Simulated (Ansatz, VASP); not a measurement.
## Sb in VASP and in Ansatz

INCAR

```
PREC = Accurate ; ENCUT = 520
EDIFF = 1E-7 ; ISMEAR = 0
SIGMA = 0.1 ; LREAL = F
LASPH = T ; NELM = 100
ALGO = Normal ; ISIF = 2
LWAVE = F ; LCHARG = T
GGA = PS ; LELF = T
LVHAR = T ; NBANDS = 8
```

KPOINTS

```
Automatic mesh
0
Gamma
  12 12 12
```

POSCAR

```
Sb
1.0
    3.1235336000     -0.1264000000     -0.1264000000
   -0.1264000000      3.1235336000     -0.1264000000
   -0.1264000000     -0.1264000000      3.1235336000
Sb
1
Direct
    0.0000000000      0.0000000000      0.0000000000
```

Input for Ansatz:

```yaml
crystal:
  lattice:
    - [3.1235336, -0.1264, -0.1264]
    - [-0.1264, 3.1235336, -0.1264]
    - [-0.1264, -0.1264, 3.1235336]
  atoms:
    - { symbol: Sb, position: [0.0, 0.0, 0.0] }
basis:
  ecutwfc: 420
kpoints:
  mp_grid: { grid: [12, 12, 12] }
hamiltonian:
  xc: pbesol
scf:
  occupations: { method: gaussian, width: 0.1 }
output:
  forces: true
  stress: true
  eigenvalues: true
  populations: true
```

Alike in both runs: task single point; functional PBEsol; k mesh 12 × 12 × 12; occupations gaussian, width 0.1 eV; no spin polarisation.

|  | VASP | Ansatz |
| --- | --- | --- |
| version | VASP 6.6.1 | Ansatz 0.2.0 |
| potentials or method | VASP PAW PBE potentials, release 64 (Sb), cutoff 520 eV | scalar-relativistic, plane waves, PAW |
| valence electrons in the cell | 5 | 15 |

```csv
,VASP,Ansatz,Ansatz less VASP
gap on the k mesh at the Fermi level (eV),none,none,-
pressure (GPa),-3.2,-3.3,-0.06
"traceless stress, the component that is largest in VASP (GPa)",0.87,0.88,+0.010
```

VASP's potentials were made for PBE, not for PBEsol. A gap of «none» marks a metal or a gap that the smearing closes. The functional is the same, so the differences come from potentials, cutoffs and numerics. VASP's potentials hold 5 valence electrons a cell and Ansatz's 15, so a difference there can come from the potentials and not from the codes.

Spin-orbit coupling is off throughout.
